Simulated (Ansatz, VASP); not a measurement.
Given: the input of a run of VASP 6.6.1 on N.

INCAR

```
SYSTEM = N
PREC = Accurate
ENCUT = 520
EDIFF = 1E-6
ISMEAR = -1
SIGMA = 0.01
LREAL = .False.
LASPH = .True.
NELM = 150
ALGO = Normal
ISIF = 2
LWAVE = .False.
LCHARG = .True.
LNONCOLLINEAR = .True.
MAGMOM = 0.5 0 0 -0.25 0 0
LORBIT = 11
GGA = VW
LVHAR = .True.
NBANDS = 22
```

Contents of KPOINTS:

```
regular mesh
0
Gamma
  9 9 8
  0 0 0
```

File POSCAR:

```
N
1.0
    2.5194737886      0.0000000000      0.0000000000
   -1.2597368943      2.1819283051      0.0000000000
    0.0000000000      0.0000000000      2.4460020000
N
2
Direct
    0.3333333333      0.6666666667      0.7500000000
    0.6666666667      0.3333333333      0.2500000000
```

Potentials or basis: VASP PAW PBE potentials, release 64 (N).

Command:

```sh
$ cat potpaw_PBE.64/N/POTCAR > POTCAR
$ mpirun -np 1 vasp_ncl > vasp.out
```

**Question.** Set up the same calculation for Ansatz 0.2.0. Potentials there: all-electron LAPW, non-relativistic.

**Answer.** As run (the cutoff follows the program's own potentials):

The input input.yaml:

```yaml
crystal:
  lattice:
    - [2.5194737886, 0.0, 0.0]
    - [-1.2597368943, 2.1819283051, 0.0]
    - [0.0, 0.0, 2.446002]
  atoms:
    - { symbol: "N", position: [0.3333333333, 0.6666666667, 0.75], spin: 0.5, spin_axis: [1.0, 0.0, 0.0] }
    - { symbol: "N", position: [0.6666666667, 0.3333333333, 0.25], spin: 0.25, spin_axis: [-1.0, 0.0, 0.0] }
kpoints:
  mp_grid: { grid: [9, 9, 8] }
scf:
  occupations: { method: fermi_dirac, width: 0.01 }
hamiltonian:
  xc: { exchange: slater, correlation: vwn5 }
  pseudopotentials:
    kind: all_electron
    lapw: { basis_error: 0.0005 }
    relativity: none
magnetization:
  noncollinear: true
output:
  forces: true
  stress: true
  eigenvalues: true
```

Potentials or basis: all-electron LAPW, non-relativistic.

The run is started by

```bash
$ ansatz run input.yaml --threads 1 --pin off --max-ram 2560MiB --backend cpu --events-out ev --progress --plain --runs-dir out
```

Both were run:

|  | VASP | Ansatz | Ansatz less VASP |
| --- | --- | --- | --- |
| gap on the k mesh at the Fermi level (eV) | none | none | - |
| pressure (GPa) | -7.9 | -8.4 | -0.49 |
| traceless stress, the component that is largest in VASP (GPa) | -7.15 | -7.37 | -0.226 |
| net moment per atom (μB) | 0.00 | 0.00 | 0.000 |

VASP's potentials were made for PBE, not for SVWN5. A gap of «none» marks a metal or a gap that the smearing closes. Ansatz ran all-electron here, and VASP with PAW potentials.

Noted on Ansatz's run: the k mesh is thin for a metal, which can move the energy by tens of meV per atom.
